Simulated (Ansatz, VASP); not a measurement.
# Mn3Si in VASP and in Ansatz

INCAR

```
SYSTEM = Mn3Si
  PREC = Accurate
  ENCUT = 520
  EDIFF = 1E-6
  ISMEAR = 0
  SIGMA = 0.05
  LREAL = .FALSE.
  LASPH = .TRUE.
  NELM = 150
  ALGO = Fast
  ISIF = 2
  LWAVE = .FALSE.
  LCHARG = .FALSE.
  ISPIN = 2
  MAGMOM = 2.83 -0.91 -0.91 0
  LORBIT = 11
  LMAXMIX = 4
  GGA = PS
  NBANDS = 34
```

File KPOINTS:

```
regular mesh
0
G
  10 10 10
  0 0 0
```

The input POSCAR:

```
Mn3Si
1.0
    0.0000000000      2.8609998623      2.8609998623
    2.8609998623      0.0000000000      2.8609998623
    2.8609998623      2.8609998623      0.0000000000
Mn Si
3 1
Direct
    0.5000000000      0.5000000000      0.5000000000
    0.2500000000      0.2500000000      0.2500000000
    0.7500000000      0.7500000000      0.7500000000
    0.0000000000      0.0000000000      0.0000000000
```

Input for Ansatz:

```yaml
crystal:
  lattice:
    - [0.0, 2.8609998623, 2.8609998623]
    - [2.8609998623, 0.0, 2.8609998623]
    - [2.8609998623, 2.8609998623, 0.0]
  atoms:
    - { symbol: Mn, position: [0.5, 0.5, 0.5], spin: 2.83 }
    - { symbol: Mn, position: [0.25, 0.25, 0.25], spin: -0.91 }
    - { symbol: Mn, position: [0.75, 0.75, 0.75], spin: -0.91 }
    - { symbol: Si, position: [0.0, 0.0, 0.0] }
basis:
  ecutwfc: 420
  ecutrho_ratio: 4
kpoints:
  mp_grid: { grid: [10, 10, 10] }
  band_path:
    path:
      - [[0.0, 0.0, 0.0], [0.5, 0.0, 0.5], [0.625, 0.25, 0.625]]
      - [[0.375, 0.375, 0.75], [0.0, 0.0, 0.0], [0.5, 0.5, 0.5], [0.5, 0.25, 0.75], [0.5, 0.0, 0.5]]
    npoints: 6
hamiltonian:
  xc: pbesol
scf:
  occupations: { method: gaussian, width: 0.05 }
  lower_state_search: "off"
output:
  forces: true
  stress: true
  eigenvalues: true
  populations: true
  eigenstates:
    nscf_kmesh: { grid: [10, 10, 10] }
    top_band: c54
    exchange_couplings: { magnetic: [{ site: 0 }, { site: 1 }, { site: 2 }] }
    magnetocrystalline_anisotropy: {}
magnetization:
  spin_polarized: true
checkpoint:
  read: start.run
  write: ck
  compress: false
  write_wavefunctions: false
  write_every: 100000
```

Alike in both runs: task single point; functional PBEsol; k mesh 10 × 10 × 10; occupations gaussian, width 0.05 eV; collinear spin.

|  | VASP | Ansatz |
| --- | --- | --- |
| version | VASP 6.6.1 | Ansatz 0.2.0 |
| potentials or method | VASP PAW PBE potentials, release 64 (Mn_pv, Si), cutoff 520 eV | scalar-relativistic, plane waves, PAW |
| valence electrons in the cell | 43 | 49 |

|  | VASP | Ansatz | Ansatz less VASP |
| --- | --- | --- | --- |
| gap on the k mesh at the Fermi level (eV) | none | none | - |
| pressure (GPa) | -15.6 | -15.8 | -0.23 |
| net moment per atom (μB) | 0.25 | 0.25 | 0.000 |
| size of the moment on the site where the two differ most (μB) | 2.65 | 2.57 | -0.080 |

VASP's potentials were made for PBE, not for PBEsol. Site moments also hang on the region over which each program counts them. A gap of «none» marks a metal or a gap that the smearing closes. With one functional, cell and mesh, what is left measures potentials, basis and numerics. VASP's potentials hold 43 valence electrons a cell and Ansatz's 49, so a difference there can come from the potentials and not from the codes. Ansatz's warnings: anisotropy in doubt, stability check not made.
